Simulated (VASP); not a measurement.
# Ga (Cmcm) in VASP: a series of runs

Aim: see how the results for Ga move with the level of theory and the settings. Levels: LDA, PBEsol, r2SCAN. Tasks: single point.

All numbers are computed with VASP 6.6.1; they aren't measurements. Logs are shortened: lines on timing, memory, paths and dates and some standing lists are left out, and cuts for length are marked.

## (1) The cell of the first run

The structure is orthorhombic, space group Cmcm (No. 63). The conventional cell has a = 2.900 Å, b = 8.130 Å, c = 3.170 Å, α = 90.00°, β = 90.00°, γ = 90.00°. Within 3.5 Å of Ga (site symmetry m2m) lie 10 Ga at 2.68 to 3.17 Å.

## (2) Single point, LDA

Contents of INCAR:

```
SYSTEM = Ga
PREC = Accurate
ENCUT = 520
EDIFF = 1E-7
ISMEAR = -1
SIGMA = 0.05
LREAL = .False.
LASPH = .True.
NELM = 60
ALGO = Fast
ISIF = 2
LWAVE = .False.
LCHARG = .False.
NBANDS = 20
```

Contents of KPOINTS:

```
regular mesh
0
Gamma
  6 6 5
  0 0 0
```

Contents of POSCAR:

```
Ga
1.0
    1.4500000000     -4.0650000000      0.0000000000
    1.4500000000      4.0650000000      0.0000000000
    0.0000000000      0.0000000000      3.1700000000
Ga
2
Direct
    0.1330000000      0.8670000000      0.7500000000
    0.8670000000      0.1330000000      0.2500000000
```

Potentials or basis: VASP PAW LDA potentials, release 64 (Ga_d).

Launch:

```console
$ cat potpaw_LDA.64/Ga_d/POTCAR > POTCAR
$ mpirun -np 1 vasp_std > vasp.out
```

OUTCAR:

```text
SYSTEM = Ga
   PREC = Accurate
   ENCUT = 520
   EDIFF = 1E-7
   ISMEAR = -1
   LREAL = .False.
   LASPH = .True.
   NELM = 60
   ISIF = 2

 ion  position               nearest neighbor table
   1  0.133  0.867  0.750-   2 2.68   2 2.68   2 2.87   2 2.87   2 2.87   2 2.87
   2  0.867  0.133  0.250-   1 2.68   1 2.68   1 2.87   1 2.87   1 2.87   1 2.87

  LATTYP: Found a base centered orthorhombic cell.
 ALAT       =     2.9000000000
 B/A-ratio  =     2.8034482759
 C/A-ratio  =     1.0931034483

  Lattice vectors:

 A1 = (   1.4500000000,  -4.0650000000,   0.0000000000)
 A2 = (   1.4500000000,   4.0650000000,   0.0000000000)
 A3 = (   0.0000000000,   0.0000000000,   3.1700000000)

Analysis of symmetry for initial positions (statically):
=====================================================================
 Subroutine PRICEL returns:
 Original cell was already a primitive cell.

 Routine SETGRP: Setting up the symmetry group for a
 base centered orthorhombic supercell.

 Subroutine GETGRP returns: Found  8 space group operations
 (whereof  4 operations were pure point group operations)
 out of a pool of  8 trial point group operations.

The static configuration has the point symmetry C_2h.
 The point group associated with its full space group is D_2h.

Analysis of symmetry for dynamics (positions and initial velocities):
=====================================================================
 Subroutine PRICEL returns:
 Original cell was already a primitive cell.

 Routine SETGRP: Setting up the symmetry group for a
 base centered orthorhombic supercell.

 Subroutine GETGRP returns: Found  8 space group operations
 (whereof  4 operations were pure point group operations)
 out of a pool of  8 trial point group operations.

The dynamic configuration has the point symmetry C_2h.
 The point group associated with its full space group is D_2h.

 Subroutine INISYM returns: Found  8 space group operations
 (whereof  4 operations are pure point group operations),
 and found     1 'primitive' translations

----------------------------------------------------------------------------------------

                                     Primitive cell

  volume of cell :      37.3695

  direct lattice vectors                    reciprocal lattice vectors
     1.450000000 -4.065000000  0.000000000     0.344827586 -0.123001230  0.000000000
     1.450000000  4.065000000  0.000000000     0.344827586  0.123001230  0.000000000
     0.000000000  0.000000000  3.170000000     0.000000000  0.000000000  0.315457413

  length of vectors
     4.315868974  4.315868974  3.170000000     0.366108409  0.366108409  0.315457413

  position of ions in fractional coordinates (direct lattice)
     0.133000000  0.867000000  0.750000000
     0.867000000  0.133000000  0.250000000

  ion indices of the primitive-cell ions
   primitive index   ion index
                 1           1
                 2           2

----------------------------------------------------------------------------------------

 KPOINTS: regular mesh

Automatic generation of k-mesh.
 Grid dimensions read from file:
 generate k-points for:    6    6    5

 Generating k-lattice:

  Cartesian coordinates                     Fractional coordinates (reciprocal lattice)
     0.057471264 -0.020500205  0.000000000     0.166666667  0.000000000  0.000000000
     0.057471264  0.020500205  0.000000000     0.000000000  0.166666667  0.000000000
     0.000000000  0.000000000  0.063091483     0.000000000  0.000000000  0.200000000

  Length of vectors
     0.061018068  0.061018068  0.063091483

  Shift w.r.t. Gamma in fractional coordinates (k-lattice)
     0.000000000  0.000000000  0.000000000

 Subroutine IBZKPT returns following result:
 ===========================================

 Found     39 irreducible k-points:

 Following reciprocal coordinates:
            Coordinates               Weight
  0.000000  0.000000  0.000000      1.000000
  0.166667  0.000000  0.000000      4.000000
  0.333333  0.000000  0.000000      4.000000
  0.500000  0.000000  0.000000      2.000000
  0.166667  0.166667  0.000000      2.000000
  0.333333  0.166667  0.000000      4.000000
[... 16 lines left out ...]
  0.333333  0.333333  0.200000      4.000000
  0.500000  0.333333  0.200000      8.000000
 [... further k-points ...]
   k-points           NKPTS =     39   k-points in BZ     NKDIM =     39   number of bands    NBANDS=     20
   number of dos      NEDOS =    301   number of ions     NIONS =      2
   total plane-waves  NPLWV =  24576
   dimension x,y,z NGX =    32 NGY =   32 NGZ =   24
   dimension x,y,z NGXF=    64 NGYF=   64 NGZF=   48
   ions per type =               2
   NGX,Y,Z   is equivalent  to a cutoff of  12.33, 12.33, 12.59 a.u.
   NGXF,Y,Z  is equivalent  to a cutoff of  24.65, 24.65, 25.17 a.u.
 SYSTEM =  Ga
   PREC   = accura    normal or accurate (medium, high low for compatibility)
   ISTART =      0    job   : 0-new  1-cont  2-samecut
   ICHARG =      2    charge: 1-file 2-atom 10-const
   ISPIN  =      1    spin polarized calculation?
   LNONCOLLINEAR =      F non collinear calculations
   LSORBIT =      F    spin-orbit coupling
   LASPH  =      T    aspherical Exc in radial PAW
   ENCUT  =  520.0 eV  38.22 Ry    6.18 a.u.   8.02  8.02  5.89*2*pi/ulx,y,z
   NELM   =     60;   NELMIN=  2; NELMDL= -5     # of ELM steps
   EDIFF  = 0.1E-06   stopping-criterion for ELM
   LREAL  =      F    real-space projection
   EDIFFG = 0.1E-05   stopping-criterion for IOM
   NSW    =      0    number of steps for IOM
   IBRION =     -1    ionic relax: 0-MD 1-quasi-New 2-CG
   NFREE  =      0    steps in history (QN), initial steepest desc. (CG)
   ISIF   =      2    stress and relaxation
   ISYM   =      2    0-nonsym 1-usesym 2-fastsym
   POTIM  = 0.5000    time-step for ionic-motion
   TEBEG  =    0.0;   TEEND  =   0.0 temperature during run
   PSTRESS=    0.0 pullay stress
   NELECT =      26.0000    total number of electrons
   NUPDOWN=      -1.0000    fix difference up-down
   EMIN   =  10.00;   EMAX   =-10.00  energy-range for DOS
   EFERMI =   0.00;   METHOD = LEGACY
   ISMEAR =    -1;   SIGMA  =   0.05  broadening in eV -4-tet -1-fermi 0-gaus
   EFERMI_NEDOS =   21; number of points for ismear=-14 and -15
   IALGO  =     68    algorithm
   IMIX   =      4    mixing-type and parameters
     AMIX     =   0.40;   BMIX     =  1.00
     AMIX_MAG =   1.60;   BMIX_MAG =  1.00
  volume/ion in A,a.u.               =      18.68       126.09
  Fermi-wavevector in a.u.,A,eV,Ry     =   1.450641  2.741314 28.631555  2.104360
  Thomas-Fermi vector in A             =   2.568230
   LORBIT       =      0    0 simple, 1 ext, 2 COOP (PROOUT), +10 PAW based schemes
   GGA     = CA    functional components
   LHFCALC =     F    Hartree Fock is set to
   AEXX    =    0.0000 exact exchange contribution
   IVDW    =     0    specifies the selected vdW correction
   LEPSILON=     F    determine dielectric tensor
   LRPA    =     F    only Hartree local field effects (RPA)
 non-spin polarized calculation
 RMM-DIIS sequential band-by-band and
  energy-cutoff  :      520.00
  volume of cell :       37.37
 maximum number of plane-waves:      1024
   NGX = 17   NGY = 17   NGZ = 11

 number of electron      26.0000003 magnetization

 Free energy of the ion-electron system (eV)
  ---------------------------------------------------
  ext. energy  EPLUGINS =         0.00000000
  ---------------------------------------------------
  free energy    TOTEN  =        -7.10606670 eV

  energy without entropy =       -7.09972854  energy(sigma->0) =       -7.10289762

 E-fermi :   5.2772     XC(G=0): -11.3298

 val. band max:        5.1723444146   @ k =   0.1667   0.0000   0.4000
 cond. band min:       5.3217604832   @ k =   0.1667   0.1667   0.2000
 fundamental gap:      0.1494160687
 Fermi energy:         5.2771908315

 k-point     1 :       0.0000    0.0000    0.0000
  band No.  band energies     occupation
      1      -9.8766      2.00000
      2      -9.8543      2.00000
      3      -9.7824      2.00000
      4      -9.7673      2.00000
      5      -9.5780      2.00000
      6      -9.5627      2.00000
[... 12 lines left out ...]
     19      16.5237      0.00000
     20      17.2117      0.00000

 k-point     2 :       0.1667    0.0000    0.0000
  band No.  band energies     occupation
      1      -9.8506      2.00000
      2      -9.8377      2.00000
      3      -9.7577      2.00000
      4      -9.6888      2.00000
      5      -9.6042      2.00000
      6      -9.5954      2.00000
[... 12 lines left out ...]
     19      17.5898      0.00000
     20      20.8525      0.00000

 k-point     3 :       0.3333    0.0000    0.0000
  band No.  band energies     occupation
      1      -9.8066      2.00000
      2      -9.8034      2.00000
      3      -9.7188      2.00000
      4      -9.7006      2.00000
      5      -9.6661      2.00000
      6      -9.5629      2.00000
[... 12 lines left out ...]
     19      17.4301      0.00000
     20      18.8631      0.00000

 k-point     4 :       0.5000    0.0000    0.0000
  band No.  band energies     occupation
      1      -9.8003      2.00000
      2      -9.7914      2.00000
      3      -9.7175      2.00000
      4      -9.7082      2.00000
      5      -9.7056      2.00000
      6      -9.5799      2.00000
[... 12 lines left out ...]
     19      16.5381      0.00000
     20      17.1368      0.00000

 k-point     5 :       0.1667    0.1667    0.0000
  band No.  band energies     occupation
      1      -9.8251      2.00000
      2      -9.8109      2.00000
      3      -9.7350      2.00000
      4      -9.6468      2.00000
      5      -9.6349      2.00000
      6      -9.5985      2.00000
[... 12 lines left out ...]
     19      18.3737      0.00000
     20      20.0922      0.00000
[... 353 lines left out ...]
      6      -9.6034      2.00000
[... 12 lines left out ...]
     19      17.6423      0.00000
     20      18.5435      0.00000

 k-point    22 :      -0.1667    0.1667    0.2000
  band No.  band energies     occupation
      1      -9.8598      2.00000
      2      -9.8085      2.00000
      3      -9.7835      2.00000
      4      -9.6903      2.00000
      5      -9.6543      2.00000
      6      -9.5892      2.00000
[... 12 lines left out ...]
     19      16.9753      0.00000
     20      17.1877      0.00000

 k-point    23 :       0.3333    0.3333    0.2000
  band No.  band energies     occupation
      1      -9.7840      2.00000
      2      -9.7659      2.00000
      3      -9.7345      2.00000
      4      -9.6941      2.00000
      5      -9.6613      2.00000
      6      -9.6055      2.00000
[... 12 lines left out ...]
     19      17.6079      0.00000
     20      18.2225      0.00000

 k-point    24 :       0.5000    0.3333    0.2000
  band No.  band energies     occupation
      1      -9.8125      2.00000
      2      -9.7640      2.00000
      3      -9.7136      2.00000
      4      -9.6633      2.00000
      5      -9.6468      2.00000
      6      -9.6262      2.00000
[... 12 lines left out ...]
     19      17.9864      0.00000
     20      19.0172      0.00000

 [... further k-points ...]
[... 5 lines left out ...]
  --------------------------------------------------------------------------------------
  -------------------------------------------------------------------------------------
  Total       -1.0852858     -1.1456774     -0.2866487      0.0000000      0.0000000      0.0000000
  in kB      -46.5304111    -49.1196318    -12.2897410      0.0000000      0.0000000      0.0000000
  external PRESSURE =     -35.9799280 kB  Pullay stress =       0.0000000 kB

 VOLUME and BASIS-vectors are now :
 -----------------------------------------------------------------------------
  energy-cutoff  :      520.00
  volume of cell :       37.37
      direct lattice vectors                 reciprocal lattice vectors
     1.450000000 -4.065000000  0.000000000     0.344827586 -0.123001230  0.000000000
     1.450000000  4.065000000  0.000000000     0.344827586  0.123001230  0.000000000
     0.000000000  0.000000000  3.170000000     0.000000000  0.000000000  0.315457413

 POSITION                                       TOTAL-FORCE (eV/Angst)
 -----------------------------------------------------------------------------------
      1.45000      2.98371      2.37750         0.000000     -0.142407     -0.000000
      1.45000     -2.98371      0.79250         0.000000      0.142407      0.000000
 -----------------------------------------------------------------------------------
    total drift:                                0.000000      0.000000     -0.000000

  FREE ENERGIE OF THE ION-ELECTRON SYSTEM (eV)
  ---------------------------------------------------
  free  energy   TOTEN  =        -7.1060667002 eV

  energy  without entropy=       -7.0997285356  energy(sigma->0) =       -7.10289762
```

Wall time 11 s (1 thread of Intel Xeon 6975P-C (Granite Rapids), shared host); peak memory 0.15 GiB.

What came out:

```
Free energy            : -7.1061 eV
Pressure               : -3.6 GPa
Largest force          : 0.142 eV/Å
Band gap on the k mesh : zero (band 13 reaches 10.48 eV, above the bottom of band 14 at 2.61 eV)
```

Forces in eV/Å, atoms in the order of the input:
```
Ga   0.000 -0.142  0.000
Ga   0.000  0.142  0.000
```

Caveat: the k points lie up to 0.40 Å⁻¹ apart.

## (3) Single point, PBEsol

Contents of INCAR:

```
  PREC = Accurate
  ENCUT = 520
  EDIFF = 1E-7
  ISMEAR = -1
  SIGMA = 0.05
  LREAL = F
  LASPH = T
  NELM = 60
  ALGO = Fast
  ISIF = 2
  LWAVE = F
  LCHARG = T
  GGA = PS
  LELF = T
  LVHAR = T
  NBANDS = 20
```

Contents of KPOINTS:

```
Automatic mesh
0
Gamma
  6 6 5
```

POSCAR is that of step 2.

Potentials or basis: VASP PAW PBE potentials, release 64 (Ga_d).

Launch:

```console
$ cat potpaw_PBE.64/Ga_d/POTCAR > POTCAR
$ mpirun -np 1 vasp_std > vasp.out
```

OUTCAR:

```text
PREC = Accurate
   ENCUT = 520
   EDIFF = 1E-7
   ISMEAR = -1
   LREAL = F
   LASPH = T
   NELM = 60
   ISIF = 2
   GGA = PS

 ion  position               nearest neighbor table
   1  0.133  0.867  0.750-   2 2.68   2 2.68   2 2.87   2 2.87   2 2.87   2 2.87
   2  0.867  0.133  0.250-   1 2.68   1 2.68   1 2.87   1 2.87   1 2.87   1 2.87

  LATTYP: Found a base centered orthorhombic cell.
 ALAT       =     2.9000000000
 B/A-ratio  =     2.8034482759
 C/A-ratio  =     1.0931034483

  Lattice vectors:

 A1 = (   1.4500000000,  -4.0650000000,   0.0000000000)
 A2 = (   1.4500000000,   4.0650000000,   0.0000000000)
 A3 = (   0.0000000000,   0.0000000000,   3.1700000000)

Analysis of symmetry for initial positions (statically):
=====================================================================
 Subroutine PRICEL returns:
 Original cell was already a primitive cell.

 Routine SETGRP: Setting up the symmetry group for a
 base centered orthorhombic supercell.

 Subroutine GETGRP returns: Found  8 space group operations
[... 155 lines left out ...]
   NGX = 17   NGY = 17   NGZ = 11

 number of electron      26.0000003 magnetization

 Free energy of the ion-electron system (eV)
  ---------------------------------------------------
  ext. energy  EPLUGINS =         0.00000000
  ---------------------------------------------------
  free energy    TOTEN  =        -6.64966166 eV

  energy without entropy =       -6.64385886  energy(sigma->0) =       -6.64676026

 E-fermi :   5.3876     XC(G=0): -11.1557

 val. band max:        5.2683599605   @ k =   0.1667   0.0000   0.4000
 cond. band min:       5.4210020343   @ k =   0.1667   0.1667   0.2000
 fundamental gap:      0.1526420738
 Fermi energy:         5.3875863905

 k-point     1 :       0.0000    0.0000    0.0000
  band No.  band energies     occupation
      1      -9.6341      2.00000
      2      -9.6087      2.00000
      3      -9.5379      2.00000
      4      -9.5241      2.00000
      5      -9.3318      2.00000
      6      -9.3164      2.00000
[... 541 lines left out ...]
     19      18.0166      0.00000
     20      19.0899      0.00000

 [... further k-points ...]
[... 5 lines left out ...]
  --------------------------------------------------------------------------------------
  -------------------------------------------------------------------------------------
  Total       -0.6671128     -0.6537053      0.1549391      0.0000000      0.0000000      0.0000000
  in kB      -28.6017117    -28.0268804      6.6428404      0.0000000      0.0000000      0.0000000
  external PRESSURE =     -16.6619172 kB  Pullay stress =       0.0000000 kB

 VOLUME and BASIS-vectors are now :
 -----------------------------------------------------------------------------
  energy-cutoff  :      520.00
  volume of cell :       37.37
      direct lattice vectors                 reciprocal lattice vectors
     1.450000000 -4.065000000  0.000000000     0.344827586 -0.123001230  0.000000000
     1.450000000  4.065000000  0.000000000     0.344827586  0.123001230  0.000000000
     0.000000000  0.000000000  3.170000000     0.000000000  0.000000000  0.315457413

 POSITION                                       TOTAL-FORCE (eV/Angst)
 -----------------------------------------------------------------------------------
      1.45000      2.98371      2.37750         0.000000     -0.159162      0.000000
      1.45000     -2.98371      0.79250         0.000000      0.159162      0.000000
 -----------------------------------------------------------------------------------
    total drift:                                0.000000      0.000000     -0.000000

  FREE ENERGIE OF THE ION-ELECTRON SYSTEM (eV)
  ---------------------------------------------------
  free  energy   TOTEN  =        -6.6496616623 eV

  energy  without entropy=       -6.6438588629  energy(sigma->0) =       -6.64676026
```

stdout:

```text
POSCAR found type information on POSCAR Ga
 POSCAR found :  1 types and       2 ions
 scaLAPACK will be used
 -----------------------------------------------------------------------------
|                                                                             |
|                                                                             |
|     You enforced a specific xc type in the INCAR file but a different       |
|     I HOPE YOU KNOW WHAT YOU ARE DOING!                                     |
|                                                                             |
 -----------------------------------------------------------------------------

 LDA part: xc-table for (Slater+PW92), standard interpolation
 POSCAR, INCAR and KPOINTS ok, starting setup
 FFT: planning ... GRIDC
 FFT: planning ... GRID_SOFT
 FFT: planning ... GRID
 WAVECAR not read
 entering main loop
 num prob  num prob RMM:  13    -0.664966166234E+01   -0.42265E-07   -0.58422E-07  1561   0.732E-03
```

Run time: 15 s. Hardware: 1 thread of Intel Xeon 6975P-C (Granite Rapids), shared host; peak memory 0.16 GiB.

What came out:

- Free energy: -6.6497 eV
- Pressure: -1.7 GPa
- Largest force: 0.159 eV/Å
- Band gap on the k mesh: zero (band 13 reaches 10.62 eV, above the bottom of band 14 at 2.70 eV)

Forces in eV/Å, atoms in the order of the input:
```
Ga   0.000 -0.159  0.000
Ga   0.000  0.159  0.000
```

Stress tensor (GPa, compression positive):
```
-2.86  0.00  0.00
 0.00 -2.80  0.00
 0.00  0.00  0.66
```

Levels at points of the mesh, in eV from the Fermi level:
```
           k point  band 11  band 12  band 13  band 14  band 15  band 16
(0.00, 0.00, 0.00)   -11.14    -2.17    -1.48     2.99     6.68     7.92
(0.50, 0.00, 0.00)    -6.60    -5.32    -1.66    -0.33     6.60     6.83
(0.50, 0.50, 0.00)    -9.12    -8.48     5.23     5.89     5.96     7.18
```

Caveat: the k points lie up to 0.40 Å⁻¹ apart; the PAW data sets were made with another functional, which shifts forces and pressure a little.

[end of part 1 of 2]
